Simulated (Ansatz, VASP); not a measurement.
Bi5O2 in VASP and in Ansatz

```
CELL_PARAMETERS angstrom
-1.98335 1.98335 11.18181
1.98335 -1.98335 11.18181
1.98335 1.98335 -11.18181
ATOMIC_POSITIONS crystal
Bi 0.69302 0.69302 0.00000
Bi 0.30698 0.30698 0.00000
Bi 0.08787 0.08787 0.00000
Bi 0.91213 0.91213 0.00000
Bi 0.50000 0.50000 0.00000
O 0.75000 0.25000 0.50000
O 0.25000 0.75000 0.50000
```

Alike in both runs: functional PBE; k mesh 6 × 6 × 6; occupations gaussian, width 0.2 eV; no spin polarisation.

Ansatz relaxed the structure, and its values are those at the end. VASP's run is a single point on that final structure, the one shown.

|  | VASP | Ansatz |
| --- | --- | --- |
| version | VASP 6.6.1 | Ansatz 0.2.0 |
| potentials or method | VASP PAW PBE potentials, release 64 (Bi_d, O), cutoff 520 eV | scalar-relativistic, plane waves, PAW |
| valence electrons in the cell | 87 | 87 |

Ansatz gave:

```
gap on the k mesh at the Fermi level (eV) : none
pressure (GPa)                            : -0.1
rms of the force components (eV/Å)        : 0.014
```

Task: What did VASP give for the same quantities?

Result: gap on the k mesh at the Fermi level (eV): none; pressure (GPa): -0.2; rms of the force components (eV/Å): 0.023.

A gap of «none» marks a metal or a gap that the smearing closes. With one functional, cell and mesh, what is left measures potentials, basis and numerics.

The k mesh is coarse, so the values compare programs but aren't converged. Neither program's run includes spin-orbit coupling.
